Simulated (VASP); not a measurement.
# Sr (P6_3/mmc) in VASP: single point with PBEsol

Aim: the single point of Sr with PBEsol.

Everything below comes from runs of VASP 6.6.1. Logs are shortened: lines on timing, memory, paths and dates and some standing lists are left out, and cuts for length are marked.

## (1) The cell of the first run

It takes space group P6_3/mmc (No. 194, hexagonal). Conventional cell: a = 4.310 Å, b = 4.310 Å, c = 7.050 Å, α = 90.00°, β = 90.00°, γ = 120.00°. Sr (site symmetry -6m2) has 12 Sr at 4.31 Å within 5.7 Å.

This isn't the form of Sr at room conditions, which is fcc.

## (2) Single point, PBEsol

The input, POSCAR:

```
Sr
1.0
    4.3100000000      0.0000000000      0.0000000000
   -2.1550000000      3.7325694903      0.0000000000
    0.0000000000      0.0000000000      7.0500000000
Sr
2
Direct
    0.3333333333      0.6666666667      0.2500000000
    0.6666666667      0.3333333333      0.7500000000
```

The input, INCAR.step1:

```
  ALGO = Normal
  EDIFF = 1E-6
  ENCUT = 520
  GGA = PS
  ISIF = 2
  ISMEAR = 0
  LASPH = True
  LCHARG = True
  LREAL = False
  LWAVE = False
  NBANDS = 17
  NELM = 60
  PREC = Accurate
  SIGMA = 0.05
```

The input, KPOINTS.step1:

```
k-points
0
Gamma
  9 9 6
```

The input, INCAR.step2:

```
  ALGO = Normal
  EDIFF = 1E-6
  ENCUT = 520
  GGA = PS
  ICHARG = 11
  ISIF = 2
  ISMEAR = -5
  LASPH = True
  LCHARG = False
  LORBIT = 10
  LREAL = False
  LWAVE = False
  NEDOS = 2001
  NELM = 60
  PREC = Accurate
  SIGMA = 0.05
```

The input, KPOINTS.step2:

```
k-points
0
Gamma
  14 14 9
```

Potentials or basis: VASP PAW PBE potentials, release 64 (Sr_sv).

Started as:

```
cat potpaw_PBE.64/Sr_sv/POTCAR > POTCAR
cp INCAR.step1 INCAR
cp KPOINTS.step1 KPOINTS
mpirun -np 1 vasp_std > vasp.out
cp INCAR.step2 INCAR
cp KPOINTS.step2 KPOINTS
mpirun -np 1 vasp_std > vasp.out
```

OUTCAR:

```text
EDIFF = 1E-6
   ENCUT = 520
   GGA = PS
   ICHARG = 11
   ISIF = 2
   ISMEAR = -5
   LASPH = True
   LORBIT = 10
   LREAL = False
   NELM = 60
   PREC = Accurate

 ion  position               nearest neighbor table
   1  0.333  0.667  0.250-   2 4.31   2 4.31   2 4.31   2 4.31   2 4.31   2 4.31
   2  0.667  0.333  0.750-   1 4.31   1 4.31   1 4.31   1 4.31   1 4.31   1 4.31

  LATTYP: Found a hexagonal cell.
 ALAT       =     4.3100000000
 C/A-ratio  =     1.6357308585

  Lattice vectors:

 A1 = (   4.3100000000,   0.0000000000,   0.0000000000)
 A2 = (  -2.1550000000,   3.7325694903,   0.0000000000)
 A3 = (   0.0000000000,   0.0000000000,   7.0500000000)

Analysis of symmetry for initial positions (statically):
=====================================================================
 Subroutine PRICEL returns:
 Original cell was already a primitive cell.

 Routine SETGRP: Setting up the symmetry group for a
 hexagonal supercell.

 Subroutine GETGRP returns: Found 24 space group operations
 (whereof 12 operations were pure point group operations)
 out of a pool of 24 trial point group operations.

The static configuration has the point symmetry D_3d.
 The point group associated with its full space group is D_6h.

Analysis of symmetry for dynamics (positions and initial velocities):
=====================================================================
 Subroutine PRICEL returns:
 Original cell was already a primitive cell.

 Routine SETGRP: Setting up the symmetry group for a
 hexagonal supercell.

 Subroutine GETGRP returns: Found 24 space group operations
 (whereof 12 operations were pure point group operations)
 out of a pool of 24 trial point group operations.

The dynamic configuration has the point symmetry D_3d.
 The point group associated with its full space group is D_6h.

 Subroutine INISYM returns: Found 24 space group operations
 (whereof 12 operations are pure point group operations),
 and found     1 'primitive' translations

----------------------------------------------------------------------------------------

                                     Primitive cell

  volume of cell :     113.4160

  direct lattice vectors                    reciprocal lattice vectors
     4.310000000  0.000000000  0.000000000     0.232018561  0.133955979  0.000000000
    -2.155000000  3.732569490  0.000000000     0.000000000  0.267911958  0.000000000
     0.000000000  0.000000000  7.050000000     0.000000000  0.000000000  0.141843972

  length of vectors
     4.310000000  4.310000000  7.050000000     0.267911958  0.267911958  0.141843972

  position of ions in fractional coordinates (direct lattice)
     0.333333333  0.666666667  0.250000000
     0.666666667  0.333333333  0.750000000

  ion indices of the primitive-cell ions
   primitive index   ion index
                 1           1
                 2           2

----------------------------------------------------------------------------------------

 KPOINTS: k-points

Automatic generation of k-mesh.
 Grid dimensions read from file:
 generate k-points for:   14   14    9

 Generating k-lattice:

  Cartesian coordinates                     Fractional coordinates (reciprocal lattice)
     0.016572754  0.009568284  0.000000000     0.071428571  0.000000000  0.000000000
     0.000000000  0.019136568  0.000000000     0.000000000  0.071428571  0.000000000
     0.000000000  0.000000000  0.015760441     0.000000000  0.000000000  0.111111111

  Length of vectors
     0.019136568  0.019136568  0.015760441

  Shift w.r.t. Gamma in fractional coordinates (k-lattice)
     0.000000000  0.000000000  0.000000000

 TETIRR: Found   1729 inequivalent tetrahedra from    10584

 Subroutine IBZKPT returns following result:
 ===========================================

 Found    120 irreducible k-points:

 Following reciprocal coordinates:
            Coordinates               Weight
  0.000000  0.000000  0.000000      1.000000
  0.071429  0.000000  0.000000      6.000000
  0.142857  0.000000  0.000000      6.000000
  0.214286 -0.000000  0.000000      6.000000
  0.285714  0.000000  0.000000      6.000000
  0.357143  0.000000  0.000000      6.000000
[... 16 lines left out ...]
  0.285714  0.285714  0.000000      6.000000
  0.357143  0.285714  0.000000      6.000000
 [... further k-points ...]
   k-points           NKPTS =    120   k-points in BZ     NKDIM =    120   number of bands    NBANDS=     14
   number of dos      NEDOS =   2001   number of ions     NIONS =      2
   total plane-waves  NPLWV =  55296
   dimension x,y,z NGX =    32 NGY =   32 NGZ =   54
   dimension x,y,z NGXF=    64 NGYF=   64 NGZF=  108
   ions per type =               2
   NGX,Y,Z   is equivalent  to a cutoff of  12.34, 12.34, 12.73 a.u.
   NGXF,Y,Z  is equivalent  to a cutoff of  24.69, 24.69, 25.47 a.u.
 SYSTEM =  unknown system
   PREC   = accura    normal or accurate (medium, high low for compatibility)
   ISTART =      0    job   : 0-new  1-cont  2-samecut
   ICHARG =     11    charge: 1-file 2-atom 10-const
   ISPIN  =      1    spin polarized calculation?
   LNONCOLLINEAR =      F non collinear calculations
   LSORBIT =      F    spin-orbit coupling
   LASPH  =      T    aspherical Exc in radial PAW
   ENCUT  =  520.0 eV  38.22 Ry    6.18 a.u.   8.01  8.01 13.11*2*pi/ulx,y,z
   NELM   =     60;   NELMIN=  2; NELMDL=  0     # of ELM steps
   EDIFF  = 0.1E-05   stopping-criterion for ELM
   LREAL  =      F    real-space projection
   EDIFFG = 0.1E-04   stopping-criterion for IOM
   NSW    =      0    number of steps for IOM
   IBRION =     -1    ionic relax: 0-MD 1-quasi-New 2-CG
   NFREE  =      0    steps in history (QN), initial steepest desc. (CG)
   ISIF   =      2    stress and relaxation
   ISYM   =      2    0-nonsym 1-usesym 2-fastsym
   POTIM  = 0.5000    time-step for ionic-motion
   TEBEG  =    0.0;   TEEND  =   0.0 temperature during run
   PSTRESS=    0.0 pullay stress
   NELECT =      20.0000    total number of electrons
   NUPDOWN=      -1.0000    fix difference up-down
   EMIN   =  10.00;   EMAX   =-10.00  energy-range for DOS
   EFERMI =   0.00;   METHOD = LEGACY
   ISMEAR =    -5;   SIGMA  =   0.05  broadening in eV -4-tet -1-fermi 0-gaus
   EFERMI_NEDOS =   21; number of points for ismear=-14 and -15
   IALGO  =     38    algorithm
   IMIX   =      4    mixing-type and parameters
     AMIX     =   0.40;   BMIX     =  1.00
     AMIX_MAG =   1.60;   BMIX_MAG =  1.00
  volume/ion in A,a.u.               =      56.71       382.68
  Fermi-wavevector in a.u.,A,eV,Ry     =   0.918037  1.734838 11.466874  0.842791
  Thomas-Fermi vector in A             =   2.043073
   LORBIT       =     10    0 simple, 1 ext, 2 COOP (PROOUT), +10 PAW based schemes
   GGA     = PS    functional components
   LHFCALC =     F    Hartree Fock is set to
   AEXX    =    0.0000 exact exchange contribution
   IVDW    =     0    specifies the selected vdW correction
   LEPSILON=     F    determine dielectric tensor
   LRPA    =     F    only Hartree local field effects (RPA)
 non-spin polarized calculation
 Fermi weights with tetrahedron method with Bloechl corrections
  energy-cutoff  :      520.00
  volume of cell :      113.42
 maximum number of plane-waves:      3075

 number of electron      20.0000000 magnetization

 Free energy of the ion-electron system (eV)
  ---------------------------------------------------
  ext. energy  EPLUGINS =         0.00000000
  ---------------------------------------------------
  free energy    TOTEN  =        -3.64737637 eV

  energy without entropy =       -3.64737637  energy(sigma->0) =       -3.64737637

 E-fermi :   1.4428     XC(G=0):  -7.3378

 val. band max:        1.4885642179   @ k =   0.2857   0.1429   0.0000
 cond. band min:       1.4068122841   @ k =   0.2143   0.0714   0.0000
 fundamental gap:     -0.0817519338
 Fermi energy:         1.4427673868

 k-point     1 :       0.0000    0.0000    0.0000
  band No.  band energies     occupation
      1     -35.2029      2.00000
      2     -35.1908      2.00000
      3     -17.2849      2.00000
      4     -17.1335      2.00000
      5     -17.1335      2.00000
      6     -17.1091      2.00000
      7     -17.1091      2.00000
      8     -17.1081      2.00000
      9      -2.2193      2.00000
     10       0.2602      2.00000
     11       1.4254      0.84974
     12       3.6521      0.00000
     13       3.6592      0.00000
     14       3.6596      0.00000

 k-point     2 :       0.0714    0.0000    0.0000
  band No.  band energies     occupation
      1     -35.2023      2.00000
      2     -35.1905      2.00000
      3     -17.2820      2.00000
      4     -17.1402      2.00000
      5     -17.1356      2.00000
      6     -17.1161      2.00000
      7     -17.1102      2.00000
      8     -17.1092      2.00000
      9      -2.1480      2.00000
     10       0.3358      2.00000
     11       1.4199      0.96568
     12       3.3964      0.00000
     13       3.7290      0.00000
     14       3.8256      0.00000

 k-point     3 :       0.1429    0.0000    0.0000
  band No.  band energies     occupation
      1     -35.2008      2.00000
      2     -35.1898      2.00000
      3     -17.2736      2.00000
      4     -17.1591      2.00000
      5     -17.1415      2.00000
      6     -17.1355      2.00000
      7     -17.1135      2.00000
      8     -17.1125      2.00000
      9      -1.9380      2.00000
     10       0.5535      2.00000
     11       1.4080      1.16077
     12       3.0298      0.00000
     13       3.6141      0.00000
     14       3.9215      0.00000

 k-point     4 :       0.2143   -0.0000    0.0000
  band No.  band energies     occupation
      1     -35.1985      2.00000
      2     -35.1888      2.00000
      3     -17.2607      2.00000
      4     -17.1865      2.00000
      5     -17.1630      2.00000
      6     -17.1498      2.00000
      7     -17.1183      2.00000
      8     -17.1181      2.00000
      9      -1.6013      2.00000
     10       0.8813      2.00000
     11       1.4007      1.17604
     12       2.6061      0.00000
     13       3.2774      0.00000
     14       3.6965      0.00000

 k-point     5 :       0.2857    0.0000    0.0000
  band No.  band energies     occupation
      1     -35.1959      2.00000
      2     -35.1878      2.00000
      3     -17.2448      2.00000
      4     -17.2170      2.00000
      5     -17.1928      2.00000
      6     -17.1588      2.00000
      7     -17.1260      2.00000
      8     -17.1239      2.00000
      9      -1.1580      2.00000
     10       1.2420      2.00000
     11       1.4094      0.83142
[... 276 lines left out ...]
 k-point    22 :       0.3571    0.2143    0.0000
  band No.  band energies     occupation
      1     -35.1893      2.00000
      2     -35.1868      2.00000
      3     -17.2525      2.00000
      4     -17.2278      2.00000
      5     -17.2005      2.00000
      6     -17.1951      2.00000
      7     -17.1675      2.00000
      8     -17.1587      2.00000
      9       0.5458      2.00000
     10       1.1837      2.14322
     11       1.6096     -0.03522
     12       1.6628      0.00000
     13       2.7022      0.00000
     14       3.0033      0.00000

 k-point    23 :       0.2857    0.2857    0.0000
  band No.  band energies     occupation
      1     -35.1891      2.00000
      2     -35.1869      2.00000
      3     -17.2445      2.00000
      4     -17.2268      2.00000
      5     -17.2032      2.00000
      6     -17.1928      2.00000
      7     -17.1778      2.00000
      8     -17.1606      2.00000
      9       0.5443      2.00000
     10       1.4476      1.37178
     11       1.4717     -0.01362
     12       1.7014      0.00000
     13       2.7951      0.00000
     14       2.8191      0.00000

 k-point    24 :       0.3571    0.2857    0.0000
  band No.  band energies     occupation
      1     -35.1882      2.00000
      2     -35.1873      2.00000
      3     -17.2441      2.00000
      4     -17.2185      2.00000
      5     -17.2150      2.00000
      6     -17.1850      2.00000
      7     -17.1832      2.00000
      8     -17.1690      2.00000
      9       0.9531      2.00000
     10       1.1604      2.02080
     11       1.4204      1.14142
     12       1.7631      0.00000
     13       2.6913      0.00000
     14       2.7791      0.00000

 [... further k-points ...]
[... 5 lines left out ...]
  --------------------------------------------------------------------------------------
  -------------------------------------------------------------------------------------
  Total       -0.5998238     -0.5998238     -0.6202084     -0.0000000     -0.0000000      0.0000000
  in kB       -8.4734444     -8.4734444     -8.7614085     -0.0000000     -0.0000000      0.0000000
  external PRESSURE =      -8.5694325 kB  Pullay stress =       0.0000000 kB

 VOLUME and BASIS-vectors are now :
 -----------------------------------------------------------------------------
  energy-cutoff  :      520.00
  volume of cell :      113.42
      direct lattice vectors                 reciprocal lattice vectors
     4.310000000  0.000000000  0.000000000     0.232018561  0.133955979  0.000000000
    -2.155000000  3.732569490  0.000000000     0.000000000  0.267911958  0.000000000
     0.000000000  0.000000000  7.050000000     0.000000000  0.000000000  0.141843972

 POSITION                                       TOTAL-FORCE (eV/Angst)
 -----------------------------------------------------------------------------------
     -0.00000      2.48838      1.76250         0.000000      0.000000      0.000000
      2.15500      1.24419      5.28750         0.000000     -0.000000      0.000000
 -----------------------------------------------------------------------------------
    total drift:                                0.000000     -0.000000      0.000000

  FREE ENERGIE OF THE ION-ELECTRON SYSTEM (eV)
  ---------------------------------------------------
  free  energy   TOTEN  =        -3.6473763683 eV

  energy  without entropy=       -3.6473763683  energy(sigma->0) =       -3.64737637

 total charge

# of ion       s       p       d       tot
------------------------------------------
    1        2.064   5.685   0.124   7.873
    2        2.064   5.685   0.124   7.873
--------------------------------------------------
tot          4.129  11.370   0.247  15.746
```

It took 56 s on 1 thread of Intel Xeon 6975P-C (Granite Rapids), shared host; peak memory 0.32 GiB.

Results:

* Valence electrons inside the program's atomic spheres: Sr 7.87

Levels at points of the mesh, in eV from the Fermi level:
```
           k point  band 8  band 9  band 10  band 11  band 12  band 13
(0.00, 0.00, 0.00)  -18.55   -3.66    -1.18    -0.02     2.21     2.22
(0.50, 0.00, 0.00)  -18.58   -1.17    -0.59     0.05     0.21     1.23
```

Caveat: the PAW data sets were made with another functional, which shifts forces and pressure a little.
